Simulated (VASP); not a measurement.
# TaF3 (Pm-3m) in VASP: single point with r2SCAN

Aim: the single point of TaF3 with r2SCAN.

All numbers are computed with VASP 6.6.1; they aren't measurements. Logs are shortened: lines on timing, memory, paths and dates and some standing lists are left out, and cuts for length are marked.

## (1) The cell of the first run

The structure is cubic, space group Pm-3m (No. 221). The conventional cell has a = 3.872 Å, b = 3.872 Å, c = 3.872 Å, α = 90.00°, β = 90.00°, γ = 90.00°. Ta (site symmetry m-3m) has 6 F at 1.94 Å within 2.6 Å. F (site symmetry 4/mmm) has 2 Ta at 1.94 Å within 2.6 Å.

## (2) Single point, r2SCAN

POSCAR

```
TaF3
1.0
    3.8723190000      0.0000000000      0.0000000000
    0.0000000000      3.8723190000      0.0000000000
    0.0000000000      0.0000000000      3.8723190000
Ta F
1 3
Direct
    0.0000000000      0.0000000000      0.0000000000
    0.5000000000      0.0000000000      0.0000000000
    0.0000000000      0.5000000000      0.0000000000
    0.0000000000      0.0000000000      0.5000000000
```

INCAR.step1

```
PREC     = Accurate       # precision mode
ENCUT    = 520            # plane-wave cutoff, eV
ISMEAR   = -1             # smearing method
SIGMA    = 0.1            # smearing width, eV
LREAL    = F              # projectors in reciprocal space
LASPH    = T              # aspherical terms in the spheres
NELM     = 80             # most SCF steps
NBANDS   = 24             # bands
GGA      = PE             # functional
ALGO     = Normal         # electronic algorithm
EDIFF    = 1E-4           # SCF threshold, eV
LWAVE    = T              # write WAVECAR
LCHARG   = F              # write CHGCAR
```

INCAR.step2

```
PREC     = Accurate       # precision mode
ENCUT    = 520            # plane-wave cutoff, eV
EDIFF    = 1E-6           # SCF threshold, eV
ISMEAR   = -1             # smearing method
SIGMA    = 0.1            # smearing width, eV
LREAL    = F              # projectors in reciprocal space
LASPH    = T              # aspherical terms in the spheres
NELM     = 80             # most SCF steps
ALGO     = Normal         # electronic algorithm
ISIF     = 2              # what is computed and relaxed
LWAVE    = F              # write WAVECAR
LCHARG   = F              # write CHGCAR
METAGGA  = R2SCAN         # meta-GGA
LMIXTAU  = T            
NBANDS   = 24             # bands
ISTART   = 1
```

KPOINTS

```
regular mesh
0
Gamma
  9 9 9
```

Potentials or basis: VASP PAW PBE potentials, release 64 (Ta_pv, F).

On the command line:

```console
$ cat potpaw_PBE.64/Ta_pv/POTCAR potpaw_PBE.64/F/POTCAR > POTCAR
$ cp INCAR.step1 INCAR
$ mpirun -np 1 vasp_std > vasp.out
$ cp INCAR.step2 INCAR
$ mpirun -np 1 vasp_std > vasp.out
```

OUTCAR:

```text
PREC = Accurate
   ENCUT = 520
   EDIFF = 1E-6
   ISMEAR = -1
   LREAL = F
   LASPH = T
   NELM = 80
   ISIF = 2
   METAGGA = R2SCAN
   ISTART = 1

 ion  position               nearest neighbor table
   1  0.000  0.000  0.000-   2 1.94   3 1.94   4 1.94   4 1.94   3 1.94   2 1.94
   2  0.500  0.000  0.000-   1 1.94   1 1.94
   3  0.000  0.500  0.000-   1 1.94   1 1.94
   4  0.000  0.000  0.500-   1 1.94   1 1.94

  LATTYP: Found a simple cubic cell.
 ALAT       =     3.8723190000

  Lattice vectors:

 A1 = (   3.8723190000,   0.0000000000,   0.0000000000)
 A2 = (   0.0000000000,   3.8723190000,   0.0000000000)
 A3 = (   0.0000000000,   0.0000000000,   3.8723190000)

Analysis of symmetry for initial positions (statically):
=====================================================================
 Subroutine PRICEL returns:
 Original cell was already a primitive cell.

 Routine SETGRP: Setting up the symmetry group for a
 simple cubic supercell.

 Subroutine GETGRP returns: Found 48 space group operations
 (whereof 48 operations were pure point group operations)
 out of a pool of 48 trial point group operations.

The static configuration has the point symmetry O_h .

Analysis of symmetry for dynamics (positions and initial velocities):
=====================================================================
 Subroutine PRICEL returns:
 Original cell was already a primitive cell.

 Routine SETGRP: Setting up the symmetry group for a
 simple cubic supercell.

 Subroutine GETGRP returns: Found 48 space group operations
 (whereof 48 operations were pure point group operations)
 out of a pool of 48 trial point group operations.

The dynamic configuration has the point symmetry O_h .

 Subroutine INISYM returns: Found 48 space group operations
 (whereof 48 operations are pure point group operations),
 and found     1 'primitive' translations

----------------------------------------------------------------------------------------

                                     Primitive cell

  volume of cell :      58.0649

  direct lattice vectors                    reciprocal lattice vectors
     3.872319000  0.000000000  0.000000000     0.258243187  0.000000000  0.000000000
     0.000000000  3.872319000  0.000000000     0.000000000  0.258243187  0.000000000
     0.000000000  0.000000000  3.872319000     0.000000000  0.000000000  0.258243187

  length of vectors
     3.872319000  3.872319000  3.872319000     0.258243187  0.258243187  0.258243187

  position of ions in fractional coordinates (direct lattice)
     0.000000000  0.000000000  0.000000000
     0.500000000  0.000000000  0.000000000
     0.000000000  0.500000000  0.000000000
     0.000000000  0.000000000  0.500000000

  ion indices of the primitive-cell ions
   primitive index   ion index
                 1           1
                 2           2
                 3           3
                 4           4

----------------------------------------------------------------------------------------

 KPOINTS: regular mesh

Automatic generation of k-mesh.
 Grid dimensions read from file:
 generate k-points for:    9    9    9

 Generating k-lattice:

  Cartesian coordinates                     Fractional coordinates (reciprocal lattice)
     0.028693687  0.000000000  0.000000000     0.111111111  0.000000000  0.000000000
     0.000000000  0.028693687  0.000000000     0.000000000  0.111111111  0.000000000
     0.000000000  0.000000000  0.028693687     0.000000000  0.000000000  0.111111111

  Length of vectors
     0.028693687  0.028693687  0.028693687

  Shift w.r.t. Gamma in fractional coordinates (k-lattice)
     0.000000000  0.000000000  0.000000000

 Subroutine IBZKPT returns following result:
 ===========================================

 Found     35 irreducible k-points:

 Following reciprocal coordinates:
            Coordinates               Weight
  0.000000  0.000000  0.000000      1.000000
  0.111111  0.000000  0.000000      6.000000
  0.222222  0.000000  0.000000      6.000000
  0.333333  0.000000  0.000000      6.000000
  0.444444  0.000000  0.000000      6.000000
  0.111111  0.111111  0.000000     12.000000
[... 16 lines left out ...]
  0.333333  0.333333  0.111111     24.000000
  0.444444  0.333333  0.111111     48.000000
 [... further k-points ...]
   k-points           NKPTS =     35   k-points in BZ     NKDIM =     35   number of bands    NBANDS=     24
   number of dos      NEDOS =    301   number of ions     NIONS =      4
   total plane-waves  NPLWV =  27000
   dimension x,y,z NGX =    30 NGY =   30 NGZ =   30
   dimension x,y,z NGXF=    60 NGYF=   60 NGZF=   60
   ions per type =               1   3
   NGX,Y,Z   is equivalent  to a cutoff of  12.88, 12.88, 12.88 a.u.
   NGXF,Y,Z  is equivalent  to a cutoff of  25.76, 25.76, 25.76 a.u.
 SYSTEM =  unknown system
   PREC   = accura    normal or accurate (medium, high low for compatibility)
   ISTART =      1    job   : 0-new  1-cont  2-samecut
   ICHARG =      0    charge: 1-file 2-atom 10-const
   ISPIN  =      1    spin polarized calculation?
   LNONCOLLINEAR =      F non collinear calculations
   LSORBIT =      F    spin-orbit coupling
   LASPH  =      T    aspherical Exc in radial PAW
   ENCUT  =  520.0 eV  38.22 Ry    6.18 a.u.   7.20  7.20  7.20*2*pi/ulx,y,z
   NELM   =     80;   NELMIN=  2; NELMDL=  0     # of ELM steps
   EDIFF  = 0.1E-05   stopping-criterion for ELM
   LREAL  =      F    real-space projection
   EDIFFG = 0.1E-04   stopping-criterion for IOM
   NSW    =      0    number of steps for IOM
   IBRION =     -1    ionic relax: 0-MD 1-quasi-New 2-CG
   NFREE  =      0    steps in history (QN), initial steepest desc. (CG)
   ISIF   =      2    stress and relaxation
   ISYM   =      2    0-nonsym 1-usesym 2-fastsym
   POTIM  = 0.5000    time-step for ionic-motion
   TEBEG  =    0.0;   TEEND  =   0.0 temperature during run
   PSTRESS=    0.0 pullay stress
   NELECT =      32.0000    total number of electrons
   NUPDOWN=      -1.0000    fix difference up-down
   EMIN   =  10.00;   EMAX   =-10.00  energy-range for DOS
   EFERMI =   0.00;   METHOD = LEGACY
   ISMEAR =    -1;   SIGMA  =   0.10  broadening in eV -4-tet -1-fermi 0-gaus
   EFERMI_NEDOS =   21; number of points for ismear=-14 and -15
   IALGO  =     38    algorithm
   IMIX   =      4    mixing-type and parameters
     AMIX     =   0.40;   BMIX     =  1.00
     AMIX_MAG =   1.60;   BMIX_MAG =  1.00
  volume/ion in A,a.u.               =      14.52        97.96
  Fermi-wavevector in a.u.,A,eV,Ry     =   1.342210  2.536408 24.511260  1.801527
  Thomas-Fermi vector in A             =   2.470382
   LORBIT       =      0    0 simple, 1 ext, 2 COOP (PROOUT), +10 PAW based schemes
   METAGGA = R2SCAN    functional components
   LHFCALC =     F    Hartree Fock is set to
   AEXX    =    0.0000 exact exchange contribution
   IVDW    =     0    specifies the selected vdW correction
   LEPSILON=     F    determine dielectric tensor
   LRPA    =     F    only Hartree local field effects (RPA)
 non-spin polarized calculation
  energy-cutoff  :      520.00
  volume of cell :       58.06
 maximum number of plane-waves:      1584
 NGX is ok and might be reduce to    30
   NGX = 15   NGY = 15   NGZ = 15

 number of electron      32.0000022 magnetization

 Free energy of the ion-electron system (eV)
  ---------------------------------------------------
  ext. energy  EPLUGINS =         0.00000000
  ---------------------------------------------------
  free energy    TOTEN  =       -67.33941397 eV

  energy without entropy =      -67.25386871  energy(sigma->0) =      -67.29664134

 E-fermi :   5.1853     XC(G=0):  -9.7699

 val. band max:        5.1851459871   @ k =   0.2222   0.2222   0.1111
 cond. band min:       5.1936285650   @ k =   0.3333   0.3333   0.0000
 fundamental gap:      0.0084825779
 Fermi energy:         5.1852565129

 k-point     1 :       0.0000    0.0000    0.0000
  band No.  band energies     occupation
      1     -33.2766      2.00000
      2     -33.2766      2.00000
      3     -33.2766      2.00000
      4     -25.8341      2.00000
      5     -25.5324      2.00000
      6     -25.5324      2.00000
[... 16 lines left out ...]
     23      13.9081      0.00000
     24      14.2905      0.00000

 k-point     2 :       0.1111    0.0000    0.0000
  band No.  band energies     occupation
      1     -33.3383      2.00000
      2     -33.2758      2.00000
      3     -33.2758      2.00000
      4     -25.7894      2.00000
      5     -25.5318      2.00000
      6     -25.4164      2.00000
[... 16 lines left out ...]
     23      14.0241      0.00000
     24      14.2887      0.00000

 k-point     3 :       0.2222    0.0000    0.0000
  band No.  band energies     occupation
      1     -33.4870      2.00000
      2     -33.2738      2.00000
      3     -33.2738      2.00000
      4     -25.7480      2.00000
      5     -25.5300      2.00000
      6     -25.0483      2.00000
[... 16 lines left out ...]
     23      14.3024      0.00000
     24      14.3377      0.00000

 k-point     4 :       0.3333    0.0000    0.0000
  band No.  band energies     occupation
      1     -33.6446      2.00000
      2     -33.2715      2.00000
      3     -33.2715      2.00000
      4     -25.7318      2.00000
      5     -25.5276      2.00000
      6     -24.5889      2.00000
[... 16 lines left out ...]
     23      14.3070      0.00000
     24      14.7358      0.00000

 k-point     5 :       0.4444    0.0000    0.0000
  band No.  band energies     occupation
      1     -33.7418      2.00000
      2     -33.2700      2.00000
      3     -33.2700      2.00000
      4     -25.7255      2.00000
      5     -25.5264      2.00000
      6     -24.2767      2.00000
[... 16 lines left out ...]
     23      14.3086      0.00000
     24      15.0263      0.00000

 k-point     6 :       0.1111    0.1111    0.0000
  band No.  band energies     occupation
      1     -33.3381      2.00000
      2     -33.3369      2.00000
      3     -33.2750      2.00000
      4     -25.7348      2.00000
      5     -25.4582      2.00000
      6     -25.3830      2.00000
[... 16 lines left out ...]
     23      13.1235      0.00000
     24      14.2843      0.00000
[... 379 lines left out ...]
 k-point    21 :       0.3333    0.2222    0.1111
  band No.  band energies     occupation
      1     -33.6407      2.00000
      2     -33.4808      2.00000
      3     -33.3303      2.00000
      4     -25.4811      2.00000
      5     -25.0494      2.00000
      6     -24.5849      2.00000
[... 16 lines left out ...]
     23      12.6369      0.00000
     24      14.0853      0.00000

 k-point    22 :       0.4444    0.2222    0.1111
  band No.  band energies     occupation
      1     -33.7378      2.00000
      2     -33.4792      2.00000
      3     -33.3288      2.00000
      4     -25.4764      2.00000
      5     -25.0460      2.00000
      6     -24.2737      2.00000
[... 16 lines left out ...]
     23      13.1642      0.00000
     24      14.3075      0.00000

 k-point    23 :       0.3333    0.3333    0.1111
  band No.  band energies     occupation
      1     -33.6391      2.00000
      2     -33.6373      2.00000
      3     -33.3280      2.00000
      4     -25.4681      2.00000
      5     -24.6095      2.00000
      6     -24.5617      2.00000
[... 16 lines left out ...]
     23      12.2606      0.00000
     24      14.2143      0.00000

 k-point    24 :       0.4444    0.3333    0.1111
  band No.  band energies     occupation
      1     -33.7352      2.00000
      2     -33.6365      2.00000
      3     -33.3265      2.00000
      4     -25.4639      2.00000
      5     -24.5845      2.00000
      6     -24.2717      2.00000
[... 16 lines left out ...]
     23      12.6263      0.00000
     24      14.2245      0.00000

 [... further k-points ...]

------------------------ aborting loop because EDIFF is reached ----------------------------------------

  FORCE on cell =-STRESS in cart. coord.  units (eV):
  Direction    XX          YY          ZZ          XY          YZ          ZX
  --------------------------------------------------------------------------------------
  -------------------------------------------------------------------------------------
  Total       10.1978674     10.1978674     10.1978674      0.0000000     -0.0000000      0.0000000
  in kB      281.3886398    281.3886398    281.3886398      0.0000000     -0.0000000      0.0000000
  external PRESSURE =     281.3886398 kB  Pullay stress =       0.0000000 kB

 VOLUME and BASIS-vectors are now :
 -----------------------------------------------------------------------------
  energy-cutoff  :      520.00
  volume of cell :       58.06
      direct lattice vectors                 reciprocal lattice vectors
     3.872319000  0.000000000  0.000000000     0.258243187  0.000000000  0.000000000
     0.000000000  3.872319000  0.000000000     0.000000000  0.258243187  0.000000000
     0.000000000  0.000000000  3.872319000     0.000000000  0.000000000  0.258243187

 POSITION                                       TOTAL-FORCE (eV/Angst)
 -----------------------------------------------------------------------------------
      0.00000      0.00000      0.00000         0.000000      0.000000      0.000000
      1.93616      0.00000      0.00000         0.000000      0.000000      0.000000
      0.00000      1.93616      0.00000         0.000000      0.000000      0.000000
      0.00000      0.00000      1.93616         0.000000      0.000000      0.000000
 -----------------------------------------------------------------------------------
    total drift:                                0.000000      0.000000      0.000000

  FREE ENERGIE OF THE ION-ELECTRON SYSTEM (eV)
  ---------------------------------------------------
  free  energy   TOTEN  =       -67.3394139712 eV

  energy  without entropy=      -67.2538687071  energy(sigma->0) =      -67.29664134
```

It took 2.7 min on 1 thread of Intel Xeon 6975P-C, shared host; peak memory 0.19 GiB.

Results:

| Quantity | Value |
| --- | --- |
| Free energy | -67.3394 eV |
| Pressure | 28.1 GPa |
| Band gap on the k mesh | zero (band 16 reaches 6.92 eV, above the bottom of band 17 at 3.89 eV) |

Caveat: the PAW data sets were made with another functional, which shifts forces and pressure a little; spin-orbit coupling is left out, which moves the levels of the heavy elements.
